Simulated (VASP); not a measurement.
The system is Sb.

```
Sb
1.0
    -4.00296    4.00296    2.01189
     4.00296   -4.00296    2.01189
     4.00296    4.00296   -2.01189
Sb
4
Direct
  0.65126 0.15126 0.80253
  0.15126 0.34874 0.50000
  0.34874 0.84874 0.19747
  0.84874 0.65126 0.50000
```

This cell differs from its parent crystal: volume scaled by 0.98.

Base run:

* Program: VASP 6.6.1
* Functional: PBEsol
* Potentials or basis: VASP PAW PBE potentials, release 64 (Sb)
* Cutoff: 520 eV
* k mesh: 7 × 7 × 7
* Occupations: fermi-dirac, width 0.05 eV
* Spin: no spin polarisation

Its results: band gap on the k mesh zero (band 10 reaches 6.79 eV, above the bottom of band 11 at 5.24 eV); pressure 0.4 GPa; largest force 0.021 eV/Å.

Task: The run is repeated on the same cell with these changes: functional from PBEsol to LDA; potentials or basis from VASP PAW PBE potentials, release 64 (Sb) to VASP PAW LDA potentials, release 64 (Sb). What comes out?

Result: Band gap on the k mesh zero (band 10 reaches 6.78 eV, above the bottom of band 11 at 5.23 eV); pressure -0.6 GPa; largest force 0.013 eV/Å.

Caveats: spin-orbit coupling is left out, which moves the levels of the heavy elements; the PAW data sets were made with another functional, which shifts forces and pressure a little (some runs).
